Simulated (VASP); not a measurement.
Rh:

```xyz
4
Lattice="2.6917 0.0000 0.0000 -1.3459 2.3311 0.0000 0.0000 0.0000 8.7981" Properties=species:S:1:pos:R:3 pbc="T T T"
Rh    0.0000    0.0000    0.0000
Rh    0.0000    0.0000    4.3990
Rh    0.0000    1.5541    2.1995
Rh    1.3459    0.7770    6.5986
```

```yaml
Program: VASP 6.6.1
Task: relaxation of cell and atoms
Functional: PBEsol
Dispersion: D3(BJ)
Potentials_or_basis: VASP PAW PBE potentials, release 64 (Rh_pv)
Cutoff: 600 eV
k_mesh: 10 × 10 × 3
Occupations: fermi-dirac, width 0.1 eV
Spin: no spin polarisation
```

At the start: pressure -12.7 GPa; volume 13.80 Å³/atom.

Where does the relaxation end?

Over 12 steps the energy falls by 25.0 meV/atom and the volume is 13.20 Å³/atom (-4.4 %); space group P6_3/mmc (No. 194, to 0.05 Å).

Step by step:
```
step  energy change (eV)  largest force (eV/Å)  pressure (GPa)  volume (Å³)
   1              0.0000                0.0000          -12.71        55.21
   2              0.7249                0.0000           50.65        46.91
   3             -0.0999                0.0000           -0.64        52.90
   4             -0.1001                0.0000           -0.12        52.81
   5             -0.1001                0.0000            0.17        52.76
   6             -0.1000                0.0000           -0.36        52.85
   7             -0.1001                0.0000           -0.03        52.80
   8             -0.1001                0.0000           -0.02        52.80
   9             -0.1001                0.0000           -0.19        52.83
  10             -0.1001                0.0000           -0.07        52.80
  11             -0.1001                0.0000           -0.05        52.80
  12             -0.1001                0.0000            0.00        52.79
```

Final structure:
```
Rh
1.0
     2.65097    0.00000    0.00000
    -1.32548    2.29581    0.00000
     0.00000    0.00000    8.67379
Rh
4
Direct
  0.00000 0.00000 0.00000
  0.00000 0.00000 0.50000
  0.33333 0.66667 0.25000
  0.66667 0.33333 0.75000
```

Caveat: the PAW data sets were made with another functional, which shifts forces and pressure a little; pairwise dispersion overbinds metals, which lowers pressure and volume.
